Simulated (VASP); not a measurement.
Here is a VASP 6.6.1 calculation.

File INCAR:

```
ALGO = Normal
EDIFF = 1E-7
ENCUT = 520
GGA = PE
ISIF = 2
ISMEAR = 0
LASPH = True
LCHARG = False
LREAL = False
LWAVE = False
NBANDS = 24
NELM = 80
PREC = Accurate
SIGMA = 0.1
```

KPOINTS

```
k-points
0
Gamma
  6 6 6
```

Contents of POSCAR:

```
Hf2Ru
1.0
    0.0000000000      2.8013877100      2.8013877100
    2.8013877100      0.0000000000      2.8013877100
    2.8013877100      2.8013877100      0.0000000000
Hf Ru
2 1
Direct
    0.2500000000      0.2500000000      0.2500000000
    0.7500000000      0.7500000000      0.7500000000
    0.0000000000      0.0000000000      0.0000000000
```

Potentials or basis: VASP PAW PBE potentials, release 64 (Hf_pv, Ru_pv).

The run is started by

```sh
$ cat potpaw_PBE.64/Hf_pv/POTCAR potpaw_PBE.64/Ru_pv/POTCAR > POTCAR
$ mpirun -np 1 vasp_std > vasp.out
```

Q: Predict the band gap on the k mesh.

A: Zero (band 17 reaches 10.03 eV, above the bottom of band 18 at 7.32 eV).

Q: What does it give for the pressure?

A: 108.3 GPa.

Caveat: spin-orbit coupling is left out, which moves the levels of the heavy elements.
